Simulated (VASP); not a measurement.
# Ti3N5 in VASP: a series of runs, part 2 of 2

VASP 6.6.1. Earlier steps stand in the parts before.

### 3 Single point, PBE, collinear spin

Input file INCAR:

```
SYSTEM = Ti3N5
PREC = Accurate
ENCUT = 520
EDIFF = 1E-6
ISMEAR = 0
SIGMA = 0.1
LREAL = .FALSE.
LASPH = .TRUE.
NELM = 150
ALGO = Fast
ISIF = 2
LWAVE = .FALSE.
LCHARG = .FALSE.
ISPIN = 2
MAGMOM = 0 0 0 0 3 0 0 0
LORBIT = 11
LMAXMIX = 4
LDIPOL = .TRUE.
IDIPOL = 3
DIPOL = 0.5 0.5 0.353
GGA = PE
NBANDS = 44
```

Input file KPOINTS:

```
regular mesh
0
G
  9 9 1
  0 0 0
```

Input file POSCAR:

```
Ti3N5
1.0
    3.0028555063      0.0000000000      0.0000000000
   -1.5014277532      2.6005491524      0.0000000000
    0.0000000000      0.0000000000     24.1233847547
N Ti
5 3
Direct
    0.3333333333      0.6666666667      0.1658142106
    0.0000000000      0.0000000000      0.2674509120
    0.6666666667      0.3333333333      0.3654788005
    0.3333333333      0.6666666667      0.4611038156
    0.6666666667      0.3333333333      0.5974860038
    0.6666666667      0.3333333333      0.2166325614
    0.3333333333      0.6666666667      0.3190139885
    0.0000000000      0.0000000000      0.4290633808
```

Potentials or basis: VASP PAW PBE potentials, release 64 (N, Ti_sv).

Launch:

```sh
$ cat potpaw_PBE.64/N/POTCAR potpaw_PBE.64/Ti_sv/POTCAR > POTCAR
$ mpirun -np 1 vasp_std > vasp.out
```

OUTCAR:

```text
SYSTEM = Ti3N5
   PREC = Accurate
   ENCUT = 520
   EDIFF = 1E-6
   ISMEAR = 0
   LREAL = .FALSE.
   LASPH = .TRUE.
   NELM = 150
   ISIF = 2
   ISPIN = 2
   LORBIT = 11
   GGA = PE

 ion  position               nearest neighbor table
   1  0.333  0.667  0.166-   6 2.12   6 2.12   6 2.12
   2  0.000  0.000  0.267-   6 2.12   6 2.12   6 2.12   7 2.13   7 2.13   7 2.13
   3  0.667  0.333  0.365-   7 2.06   7 2.06   7 2.06   8 2.31   8 2.31   8 2.31
   4  0.333  0.667  0.461-   8 1.90   8 1.90   8 1.90
   5  0.667  0.333  0.597-
   6  0.667  0.333  0.217-   2 2.12   2 2.12   2 2.12   1 2.12   1 2.12   1 2.12
   7  0.333  0.667  0.319-   3 2.06   3 2.06   3 2.06   2 2.13   2 2.13   2 2.13
   8  0.000  0.000  0.429-   4 1.90   4 1.90   4 1.90   3 2.31   3 2.31   3 2.31

  LATTYP: Found a hexagonal cell.
 ALAT       =     3.0028555063
 C/A-ratio  =     8.0334816990

  Lattice vectors:

[... 1319 lines left out ...]
     -0.00000      1.73370      7.69570         0.000000      0.000000     -0.021810
      0.00000      0.00000     10.35046        -0.000000      0.000000     -0.019585
 -----------------------------------------------------------------------------------
    total drift:                                0.000000     -0.000000      0.002477

  FREE ENERGIE OF THE ION-ELECTRON SYSTEM (eV)
  ---------------------------------------------------
  free  energy   TOTEN  =       -67.4314883438 eV

  energy  without entropy=      -67.4217324084  energy(sigma->0) =      -67.42661038

 vacuum level on the upper side and lower side of the slab         5.656         6.917

 total charge

# of ion       s       p       d       tot
------------------------------------------
    1        1.311   2.200   0.000   3.511
    2        1.253   2.497   0.000   3.750
    3        1.252   2.478   0.000   3.729
    4        1.297   2.457   0.000   3.753
    5        1.362   1.925   0.000   3.286
    6        2.193   6.225   1.894  10.313
    7        2.199   6.255   1.896  10.349
    8        2.231   6.263   1.979  10.473
--------------------------------------------------
tot         13.096  30.299   5.769  49.165

 magnetization (x)

# of ion       s       p       d       tot
------------------------------------------
    1       -0.000  -0.001   0.000  -0.001
    2       -0.000  -0.000   0.000  -0.000
    3        0.000   0.000   0.000   0.000
    4        0.001   0.003   0.000   0.004
    5        0.047   1.921   0.000   1.969
    6       -0.000  -0.000   0.000   0.000
    7       -0.000  -0.000  -0.001  -0.001
    8        0.000   0.000   0.003   0.003
--------------------------------------------------
tot          0.048   1.923   0.002   1.974
```

stdout:

```text
POSCAR found type information on POSCAR N Ti
 POSCAR found :  2 types and       8 ions
 scaLAPACK will be used
 LDA part: xc-table for (Slater+PW92), standard interpolation
 POSCAR, INCAR and KPOINTS ok, starting setup
 FFT: planning ... GRIDC
 FFT: planning ... GRID_SOFT
 FFT: planning ... GRID
 WAVECAR not read
 entering main loop
WARNING in EDDRMM: call to ZHEGV failed, returncode =   8  4     14
WARNING in EDDRMM: call to ZHEGV failed, returncode =   8  4     20
WARNING in EDDRMM: call to ZHEGV failed, returncode =   8  4     21
WARNING in EDDRMM: call to ZHEGV failed, returncode =   6  3     13
WARNING in EDDRMM: call to ZHEGV failed, returncode =   6  3     21
WARNING in EDDRMM: call to ZHEGV failed, returncode =   8  4     23
WARNING in EDDRMM: call to ZHEGV failed, returncode =   8  4     24
WARNING in EDDRMM: call to ZHEGV failed, returncode =   6  3     22
```

It took 14 min on 1 thread of Oxide Virtual Turin-like, shared host; peak memory 0.44 GiB.

What came out:

```
Free energy                                           : -67.4315 eV
Largest force                                         : 5.732 eV/Å
Band gap on the k mesh                                : zero (filled and empty bands overlap)
Net moment                                            : 3.00 μB per cell
Site moments                                          : N -0.00, +0.00, +1.97 (each value once); Ti +0.00, -0.00 (each value once) μB
Valence electrons inside the program's atomic spheres : N 3.51, 3.75, 3.73, 3.29 (each value once); Ti 10.31, 10.35, 10.47
```

Forces on the atoms (eV/Å):
```
N    0.000  0.000  4.379
N    0.000  0.000  1.284
N    0.000  0.000  0.061
N    0.000  0.000  0.051
N    0.000  0.000 -0.001
Ti   0.000  0.000 -5.732
Ti   0.000  0.000 -0.022
Ti   0.000  0.000 -0.020
```

Levels at points of the mesh, in eV from the Fermi level:
Spin up:
| k point | band 28 | band 29 | band 30 | band 31 | band 32 | band 33 | band 34 | band 35 | band 36 | band 37 |
| --- | --- | --- | --- | --- | --- | --- | --- | --- | --- | --- |
| (0.00, 0.00, 0.00) | -0.76 | -0.22 | -0.22 | 0.07 | 0.07 | 0.34 | 0.34 | 1.12 | 1.82 | 1.82 |
Spin down:
```tsv
k point	band 27	band 28	band 29	band 30	band 31	band 32
(0.00, 0.00, 0.00)	-0.76	0.07	0.07	0.34	0.34	1.11
```

### 4 Single point, PBE, collinear spin

Input file INCAR:

```
ALGO     = Normal         # electronic algorithm
DIPOL    = 0.5 0.5 0.343
EDIFF    = 1E-6           # SCF threshold, eV
ENCUT    = 520            # plane-wave cutoff, eV
GGA      = PE             # functional
IDIPOL   = 3            
ISIF     = 2              # what is computed and relaxed
ISMEAR   = 0              # smearing method
ISPIN    = 2              # spin polarisation
LASPH    = T              # aspherical terms in the spheres
LCHARG   = F              # write CHGCAR
LDIPOL   = T            
LMAXMIX  = 4              # l up to which the mixer works
LORBIT   = 11             # projections on sites
LREAL    = F              # projectors in reciprocal space
LWAVE    = F              # write WAVECAR
MAGMOM   = 0 0 0 0 3 0 0 0 # initial moments
NBANDS   = 44             # bands
NELM     = 150            # most SCF steps
PREC     = Accurate       # precision mode
SIGMA    = 0.1            # smearing width, eV
```

Input file KPOINTS:

```
k-points
0
Gamma
  9 9 1
```

Edit POSCAR of step 3 so:

```diff
@@ -12,3 +12,3 @@
     0.3333333333      0.6666666667      0.4611038156
-    0.6666666667      0.3333333333      0.5974860038
+    0.3333333333      0.6666666667      0.5170661116
     0.6666666667      0.3333333333      0.2166325614
```

Launch:

```sh
$ cat potpaw_PBE.64/N/POTCAR potpaw_PBE.64/Ti_sv/POTCAR > POTCAR
$ mpirun -np 1 vasp_std > vasp.out
```

Run time: 15 min. Hardware: 1 thread of Oxide Virtual Turin-like, shared host; peak memory 0.44 GiB.

The run converged. Its results:

```
Free energy                                           : -69.4512 eV
Largest force                                         : 5.702 eV/Å
Net moment                                            : 1.20 μB per cell
Site moments                                          : N +0.04, +0.00, +0.01, +0.02, +0.74; Ti -0.01, +0.01, +0.10 μB
Valence electrons inside the program's atomic spheres : N 3.51, 3.75, 3.72, 3.92, 3.52; Ti 10.31, 10.37, 10.53
```

Forces in eV/Å, atoms in the order of the input:
```
N    0.000  0.000  4.378
N    0.000  0.000  1.296
N    0.000  0.000  1.506
N    0.000  0.000  4.958
N    0.000  0.000 -2.027
Ti   0.000  0.000 -5.702
Ti   0.000  0.000 -0.350
Ti   0.000  0.000 -4.059
```

Levels at points of the mesh, in eV from the Fermi level:
Spin up:
```csv
k point,band 29,band 30,band 31,band 32,band 33,band 34
"(0.00, 0.00, 0.00)",-0.63,0.03,0.03,0.27,0.27,0.69
```
Spin down:
```csv
k point,band 28,band 29,band 30,band 31,band 32,band 33
"(0.00, 0.00, 0.00)",-0.08,-0.08,0.15,0.15,0.68,0.73
```

### 5 Overview

```csv
cell,gap on the mesh (eV),moment (μB),largest force (eV/Å)
"as given, atomic positions A",none,2.94,5.72
"as given, atomic positions B",none,3.00,5.73
"as given, atomic positions C",none,1.20,5.70
```

Alike in all rows: task single point; level PBE; potentials or basis VASP PAW PBE potentials, release 64 (N, Ti_sv); spin collinear; k mesh 9 × 9 × 1; cutoff (eV) 520; smearing gaussian 0.1 eV.

Total energies depend on the potentials used, so only differences within one code and one set of settings carry meaning.
